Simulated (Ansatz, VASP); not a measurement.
**Two plane-wave programs on Si4N**

```
Si N
1.0
     5.21748    0.00000    0.00000
    -2.60874    4.51847    0.00000
     0.00000    0.00000    3.29308
Si N
4 1
Direct
  0.50000 0.00000 0.00000
  0.00000 0.50000 0.00000
  0.50000 0.50000 0.00000
  0.00000 0.00000 0.00000
  0.00000 0.00000 0.50000
```

Alike in both runs: task single point; functional PBE; k mesh 6 × 6 × 6; occupations gaussian, width 0.1 eV; collinear spin.

```csv
,VASP,Ansatz
version,VASP 6.6.1,Ansatz 0.2.0
potentials or method,"VASP PAW PBE potentials, release 64 (Si, N), cutoff 520 eV","scalar-relativistic, plane waves, PAW"
valence electrons in the cell,21,21
```

Ansatz gave:

* gap on the k mesh at the Fermi level (eV): none
* pressure (GPa): 0.1
* traceless stress, the component that is largest in VASP (GPa): -0.08
* net moment per atom (μB): 0.00

Problem. What did VASP give for the same quantities?

Solution. gap on the k mesh at the Fermi level (eV): none; pressure (GPa): 0.0; traceless stress, the component that is largest in VASP (GPa): -0.06; net moment per atom (μB): 0.00.

A gap of «none» marks a metal or a gap that the smearing closes. Ansatz's warnings: seeded moment not kept.
